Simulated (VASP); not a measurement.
# Cu (I4/mmm) in VASP: further runs, part 2 of 3

VASP 6.6.1. The steps go on from the part before.

## 3. Relaxation of cell and atoms, BLYP+D3(BJ)

INCAR reads:

```
  PREC = Accurate
  ENCUT = 600
  EDIFF = 1E-7
  ISMEAR = -1
  SIGMA = 0.05
  LREAL = False
  LASPH = True
  NELM = 60
  ALGO = Fast
  ISIF = 3
  LWAVE = False
  LCHARG = False
  GGA = B5
  ALDAX = 1.0
  AGGAX = 1.0
  AGGAC = 1.0
  ALDAC = 0.0
  IVDW = 12
  VDW_S6 = 1.0
  VDW_S8 = 2.6996
  VDW_A1 = 0.4298
  VDW_A2 = 4.2359
  IBRION = 2
  NSW = 60
  EDIFFG = -0.01
```

KPOINTS reads:

```
regular mesh
0
Gamma
  13 13 13
```

POSCAR reads:

```
Cu
1.0
   -1.4427933200      1.4427933200      1.3760814500
    1.4427933200     -1.4427933200      1.3760814500
    1.4427933200      1.4427933200     -1.3760814500
Cu
1
Direct
    0.0000000000      0.0000000000      0.0000000000
```

Potentials or basis: VASP PAW PBE potentials, release 64 (Cu).

Started as:

```console
> cat potpaw_PBE.64/Cu/POTCAR > POTCAR
> mpirun -np 1 vasp_std > vasp.out
```

OUTCAR:

```text
PREC = Accurate
   ENCUT = 600
   EDIFF = 1E-7
   ISMEAR = -1
   LREAL = False
   LASPH = True
   NELM = 60
   ISIF = 3
   GGA = B5
   IVDW = 12
   IBRION = 2
   NSW = 60
   EDIFFG = -0.01
 IVDW          = 12

 ion  position               nearest neighbor table
   1  0.000  0.000  0.000-

  LATTYP: Found a body centered tetragonal cell.
 ALAT       =     2.8855866400
 C/A-ratio  =     0.9537620052

  Lattice vectors:

 A1 = (  -1.4427933200,   1.4427933200,   1.3760814500)
 A2 = (   1.4427933200,  -1.4427933200,   1.3760814500)
 A3 = (   1.4427933200,   1.4427933200,  -1.3760814500)

Analysis of symmetry for initial positions (statically):
=====================================================================
 Subroutine PRICEL returns:
 Original cell was already a primitive cell.

 Routine SETGRP: Setting up the symmetry group for a
 body centered tetragonal supercell.

 Subroutine GETGRP returns: Found 16 space group operations
 (whereof 16 operations were pure point group operations)
 out of a pool of 16 trial point group operations.

The static configuration has the point symmetry D_4h.

Analysis of symmetry for dynamics (positions and initial velocities):
=====================================================================
 Subroutine PRICEL returns:
 Original cell was already a primitive cell.

 Routine SETGRP: Setting up the symmetry group for a
 body centered tetragonal supercell.

 Subroutine GETGRP returns: Found 16 space group operations
 (whereof 16 operations were pure point group operations)
 out of a pool of 16 trial point group operations.

The dynamic configuration has the point symmetry D_4h.

 Subroutine INISYM returns: Found 16 space group operations
 (whereof 16 operations are pure point group operations),
 and found     1 'primitive' translations

----------------------------------------------------------------------------------------

                                     Primitive cell

  volume of cell :      11.4581

  direct lattice vectors                    reciprocal lattice vectors
    -1.442793320  1.442793320  1.376081450     0.000000000  0.346549983  0.363350585
     1.442793320 -1.442793320  1.376081450     0.346549983  0.000000000  0.363350585
     1.442793320  1.442793320 -1.376081450     0.346549983  0.346549983  0.000000000

  length of vectors
     2.461078074  2.461078074  2.461078074     0.502116060  0.502116060  0.490095685

  position of ions in fractional coordinates (direct lattice)
     0.000000000  0.000000000  0.000000000

  ion indices of the primitive-cell ions
   primitive index   ion index
                 1           1

----------------------------------------------------------------------------------------

 KPOINTS: regular mesh

Automatic generation of k-mesh.
 Grid dimensions read from file:
 generate k-points for:   13   13   13

 Generating k-lattice:

  Cartesian coordinates                     Fractional coordinates (reciprocal lattice)
     0.000000000  0.026657691  0.027950045     0.076923077 -0.000000000  0.000000000
     0.026657691  0.000000000  0.027950045    -0.000000000  0.076923077  0.000000000
     0.026657691  0.026657691  0.000000000     0.000000000  0.000000000  0.076923077

  Length of vectors
     0.038624312  0.038624312  0.037699668

  Shift w.r.t. Gamma in fractional coordinates (k-lattice)
     0.000000000  0.000000000  0.000000000

 Subroutine IBZKPT returns following result:
 ===========================================

 Found    196 irreducible k-points:

 Following reciprocal coordinates:
            Coordinates               Weight
  0.000000  0.000000  0.000000      1.000000
  0.076923  0.000000  0.000000      8.000000
  0.153846  0.000000  0.000000      8.000000
  0.230769 -0.000000  0.000000      8.000000
  0.307692  0.000000  0.000000      8.000000
  0.384615 -0.000000  0.000000      8.000000
[... 16 lines left out ...]
  0.384615  0.153846  0.000000     16.000000
  0.461538  0.153846  0.000000     16.000000
 [... further k-points ...]
   k-points           NKPTS =    196   k-points in BZ     NKDIM =    196   number of bands    NBANDS=      9
   number of dos      NEDOS =    301   number of ions     NIONS =      1
   total plane-waves  NPLWV =   8000
   dimension x,y,z NGX =    20 NGY =   20 NGZ =   20
   dimension x,y,z NGXF=    40 NGYF=   40 NGZF=   40
   ions per type =               1
   NGX,Y,Z   is equivalent  to a cutoff of  13.51, 13.51, 13.51 a.u.
   NGXF,Y,Z  is equivalent  to a cutoff of  27.02, 27.02, 27.02 a.u.
 SYSTEM =  unknown system
   PREC   = accura    normal or accurate (medium, high low for compatibility)
   ISTART =      0    job   : 0-new  1-cont  2-samecut
   ICHARG =      2    charge: 1-file 2-atom 10-const
   ISPIN  =      1    spin polarized calculation?
   LNONCOLLINEAR =      F non collinear calculations
   LSORBIT =      F    spin-orbit coupling
   LASPH  =      T    aspherical Exc in radial PAW
   ENCUT  =  600.0 eV  44.10 Ry    6.64 a.u.   4.92  4.92  4.92*2*pi/ulx,y,z
   NELM   =     60;   NELMIN=  2; NELMDL= -5     # of ELM steps
   EDIFF  = 0.1E-06   stopping-criterion for ELM
   LREAL  =      F    real-space projection
   EDIFFG = -.1E-01   stopping-criterion for IOM
   NSW    =     60    number of steps for IOM
   IBRION =      2    ionic relax: 0-MD 1-quasi-New 2-CG
   NFREE  =      1    steps in history (QN), initial steepest desc. (CG)
   ISIF   =      3    stress and relaxation
   ISYM   =      2    0-nonsym 1-usesym 2-fastsym
   POTIM  = 0.5000    time-step for ionic-motion
   TEBEG  =    0.0;   TEEND  =   0.0 temperature during run
   PSTRESS=    0.0 pullay stress
   NELECT =      11.0000    total number of electrons
   NUPDOWN=      -1.0000    fix difference up-down
   EMIN   =  10.00;   EMAX   =-10.00  energy-range for DOS
   EFERMI =   0.00;   METHOD = LEGACY
   ISMEAR =    -1;   SIGMA  =   0.05  broadening in eV -4-tet -1-fermi 0-gaus
   EFERMI_NEDOS =   21; number of points for ismear=-14 and -15
   IALGO  =     68    algorithm
   IMIX   =      4    mixing-type and parameters
     AMIX     =   0.40;   BMIX     =  1.00
     AMIX_MAG =   1.60;   BMIX_MAG =  1.00
  volume/ion in A,a.u.               =      11.46        77.32
  Fermi-wavevector in a.u.,A,eV,Ry     =   1.614984  3.051878 35.486359  2.608174
  Thomas-Fermi vector in A             =   2.709805
   LORBIT       =      0    0 simple, 1 ext, 2 COOP (PROOUT), +10 PAW based schemes
   GGA     = B5    functional components
   LHFCALC =     F    Hartree Fock is set to
   AEXX    =    0.0000 exact exchange contribution
   IVDW    =    12    specifies the selected vdW correction
   LEPSILON=     F    determine dielectric tensor
   LRPA    =     F    only Hartree local field effects (RPA)
 conjugate gradient relaxation of ions
 non-spin polarized calculation
 RMM-DIIS sequential band-by-band and
  energy-cutoff  :      600.00
  volume of cell :       11.46
 maximum number of plane-waves:       400
   NGX =  9   NGY =  9   NGZ =  9

--------------------------------------- Ionic step        1  -------------------------------------------

 number of electron      11.0000000 magnetization

 Free energy of the ion-electron system (eV)
  ---------------------------------------------------
  ext. energy  EPLUGINS =         0.00000000
  ---------------------------------------------------
  free energy    TOTEN  =        -2.89058611 eV

  energy without entropy =       -2.88793019  energy(sigma->0) =       -2.88925815

------------------------ aborting loop because EDIFF is reached ----------------------------------------

 Edisp (eV)   -1.35935

 E8    (eV) :    -0.9910
[... 264 lines left out ...]
--------------------------------------- Ionic step        8  -------------------------------------------

 number of electron      11.0000009 magnetization

 Free energy of the ion-electron system (eV)
  ---------------------------------------------------
  ext. energy  EPLUGINS =         0.00000000
  ---------------------------------------------------
  free energy    TOTEN  =        -2.86218810 eV

  energy without entropy =       -2.85951353  energy(sigma->0) =       -2.86085082

 E-fermi :   8.6941     XC(G=0): -12.4563

 val. band max:        8.6855321645   @ k =  -0.2308   0.4615   0.0769
 cond. band min:       8.6954468630   @ k =  -0.3077   0.3846   0.2308
 fundamental gap:      0.0099146984
 Fermi energy:         8.6940840403

 k-point     1 :       0.0000    0.0000    0.0000
  band No.  band energies     occupation
      1      -0.9111      2.00000
      2       5.2005      2.00000
      3       5.4919      2.00000
      4       5.4919      2.00000
      5       6.2981      2.00000
      6       6.6065      2.00000
      7      33.8197      0.00000
      8      33.8197      0.00000
      9      35.7721      0.00000
[... 265 lines left out ...]
 k-point    24 :       0.4615    0.1538    0.0000
  band No.  band energies     occupation
      1       3.7425      2.00000
      2       4.6039      2.00000
      3       5.8439      2.00000
      4       6.4489      2.00000
      5       6.8174      2.00000
      6       9.7198      0.00000
      7      14.5530      0.00000
      8      21.0496      0.00000
      9      26.2842      0.00000

 [... further k-points ...]

------------------------ aborting loop because EDIFF is reached ----------------------------------------

 Edisp (eV)   -1.39070

 E8    (eV) :    -1.0141
[... 24 lines left out ...]
  FREE ENERGIE OF THE ION-ELECTRON SYSTEM (eV)
  ---------------------------------------------------
  free  energy   TOTEN  =        -4.2528870683 eV

  energy  without entropy=       -4.2502124902  energy(sigma->0) =       -4.25154978

 reached required accuracy - stopping structural energy minimisation
```

OSZICAR:

```text
N       E                     dE             d eps       ncg     rms          rms(c)
DAV:   1     0.399010935966E+02    0.39901E+02   -0.61992E+03  3609   0.229E+03
DAV:   2    -0.322097164991E+01   -0.43122E+02   -0.40962E+02  3548   0.206E+02
DAV:   3    -0.370881340944E+01   -0.48784E+00   -0.48692E+00  4073   0.317E+01
DAV:   4    -0.371282799661E+01   -0.40146E-02   -0.40138E-02  4149   0.266E+00
[... 87 lines left out ...]
RMM:   9    -0.286219774420E+01   -0.93896E-05   -0.17610E-05  3681   0.905E-02    0.232E-02
RMM:  10    -0.286219142658E+01    0.63176E-05   -0.31437E-06  3530   0.474E-02    0.128E-02
RMM:  11    -0.286218842561E+01    0.30010E-05   -0.29768E-06  3536   0.444E-02    0.381E-03
RMM:  12    -0.286218811838E+01    0.30723E-06   -0.71450E-07  3423   0.183E-02    0.147E-03
RMM:  13    -0.286218810426E+01    0.14125E-07   -0.17651E-07  2314   0.598E-03
   8 F= -.42528871E+01 E0= -.42515498E+01  d E =-.274974E-03
```

It took 74 s on 1 thread of Intel Xeon 6975P-C (Granite Rapids), shared host; peak memory 0.16 GiB.

Results:

| Property | Result |
| --- | --- |
| Free energy | -4.2529 eV |
| Relaxed volume | 11.21 Å³/atom |
| Relaxed cell | a = 2.445 Å, b = 2.445 Å, c = 2.445 Å, α = 107.69°, β = 107.69°, γ = 113.09° |
| Space group after relaxing (to 0.05 Å) | I4/mmm (No. 139) |
| Energy gained by relaxing | 3.0 meV/atom |
| Ionic steps | 8 |
| Pressure after relaxing | 0.1 GPa |
| Dispersion energy per atom | -1.391 eV |

The path:
```tsv
step	energy change (eV)	largest force (eV/Å)	pressure (GPa)	volume (Å³)
1	0.0000	0.0000	-3.37	11.46
2	-0.0016	0.0000	2.24	11.06
3	-0.0027	0.0000	-0.15	11.21
4	-0.0027	0.0000	0.54	11.20
5	-0.0027	0.0000	0.09	11.21
6	-0.0027	0.0000	0.57	11.21
7	-0.0029	0.0000	0.04	11.21
8	-0.0030	0.0000	0.06	11.21
```

Final structure:
```yaml
crystal:
  lattice:
    - [-1.44229, 1.44229, 1.34772]
    - [1.44229, -1.44229, 1.34772]
    - [1.44229, 1.44229, -1.34772]
  atoms:
    - { symbol: Cu, position: [0.00000, 0.00000, 0.00000] }
```

Levels at points of the mesh, in eV from the Fermi level:
| k point | band 3 | band 4 | band 5 | band 6 | band 7 | band 8 | band 9 |
| --- | --- | --- | --- | --- | --- | --- | --- |
| (0.00, 0.00, 0.00) | -3.20 | -3.20 | -2.40 | -2.09 | 25.13 | 25.13 | 27.08 |

Caveat: the PAW data sets were made with another functional, which shifts forces and pressure a little; pairwise dispersion overbinds metals, which lowers pressure and volume.

(Part 2 of 3 ends here.)
